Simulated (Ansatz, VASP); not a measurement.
# One calculation of Al5H, two programs

```
Al H
1.0
     5.21896    0.00000    0.00000
    -2.60948    4.51975    0.00000
     0.00000    0.00000    4.68970
Al H
5 1
Direct
  0.00000 0.50000 0.50000
  0.33333 0.66667 0.00000
  0.66667 0.33333 0.00000
  0.50000 0.00000 0.50000
  0.50000 0.50000 0.50000
  0.00000 0.00000 0.00000
```

Change from the starting cell: species swapped into the CeFe5 type (P6/mmm, No. 191).

Alike in both runs: functional PBE; k mesh 12 × 12 × 8; occupations gaussian, width 0.1 eV; no spin polarisation.

Ansatz relaxed the structure, and its values are those at the end. VASP's run is a single point on that final structure, the one shown.

```csv
,VASP,Ansatz
version,VASP 6.6.1,Ansatz 0.2.0
potentials or method,"VASP PAW PBE potentials, release 64 (Al, H), cutoff 520 eV","scalar-relativistic, plane waves, PAW"
valence electrons in the cell,16,16
```

```csv
,VASP,Ansatz,Ansatz less VASP
gap on the k mesh at the Fermi level (eV),none,none,-
pressure (GPa),-0.1,0.0,+0.04
```

A gap of «none» marks a metal or a gap that the smearing closes.
